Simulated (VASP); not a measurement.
Write the native input for VASP 6.6.1 that does the following.

- Task: single point
- Functional: PBE
- Potentials or basis: VASP PAW PBE potentials, release 64 (Mg, Zn, O)
- Cutoff: 520 eV
- k mesh: 6 × 6 × 1
- Occupations: gaussian, width 0.1 eV
- Spin: no spin polarisation
- Dipole correction: no
- Further INCAR settings: ALGO = Normal; EDIFF = 1e-06; NBANDS = 41

The structure of Mg5ZnO6 lies in POSCAR:

```
Mg5ZnO6
1.0
    3.0187913742      0.0000000000      0.0000000000
   -1.5093956871      2.6143500188      0.0000000000
    0.0000000000      0.0000000000     14.7673278216
Mg Zn O
5 1 6
Direct
    0.3333333333      0.6666666667      0.8323042667
    0.6666666667      0.3333333333      0.1676957333
    0.3333333333      0.6666666667      0.3338966698
    0.0000000000      0.0000000000      0.5000000000
    0.6666666667      0.3333333333      0.6661033302
    0.0000000000      0.0000000000      0.0000000000
    0.6666666667      0.3333333333      0.9133950012
    0.3333333333      0.6666666667      0.0866049988
    0.0000000000      0.0000000000      0.2508633090
    0.6666666667      0.3333333333      0.4169515992
    0.3333333333      0.6666666667      0.5830484008
    0.0000000000      0.0000000000      0.7491366910
```

The input as run:

INCAR

```
ALGO = Normal ; EDIFF = 1E-6
ENCUT = 520 ; GGA = PE
ISIF = 2 ; ISMEAR = 0
LASPH = T ; LCHARG = F
LREAL = F ; LWAVE = F
NBANDS = 41 ; NELM = 80
PREC = Accurate ; SIGMA = 0.1
```

KPOINTS

```
k-points
0
Gamma
  6 6 1
```

Potentials or basis: VASP PAW PBE potentials, release 64 (Mg, Zn, O).

Launch:

```bash
$ cat potpaw_PBE.64/Mg/POTCAR potpaw_PBE.64/Zn/POTCAR potpaw_PBE.64/O/POTCAR > POTCAR
$ mpirun -np 1 vasp_std > vasp.out
```

It gave:

```yaml
Pressure: -0.5 GPa
Largest_force: 0.070 eV/Å
Band_gap_on_the_k_mesh: 3.28 eV
```

Caveat: the k points lie up to 0.43 Å⁻¹ apart.

Wall time 89 s on 1 thread of Intel Xeon 8259CL, on a shared host, peak memory 0.25 GiB.
